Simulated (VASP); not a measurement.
Crystal: Pd.

```
Pd
1.0
     2.79442    0.00000    0.00000
    -1.39721    2.42004    0.00000
     0.00000    0.00000    4.69097
Pd
2
Direct
  0.33333 0.66667 0.25000
  0.66667 0.33333 0.75000
```

This isn't the form of Pd at room conditions, which is fcc.

Base run:

- Program: VASP 6.6.1
- Functional: RPBE
- Potentials or basis: VASP PAW PBE potentials, release 64 (Pd)
- Cutoff: 520 eV
- k mesh: 15 × 15 × 8
- Occupations: fermi-dirac, width 0.05 eV
- Spin: collinear spin
- Starting moments: [-0.359, -0.359] μB

Its results: pressure -0.1 GPa; net moment -0.71 μB per cell.

The run is repeated on the same cell with these changes: k mesh from 15 × 15 × 8 to 13 × 13 × 7; moments at the start from [-0.36, -0.36] to [0.5, -0.5]. What comes out?

Pressure -0.2 GPa; net moment 0.00 μB per cell.

Caveats: the PAW data sets were made with another functional, which shifts forces and pressure a little.
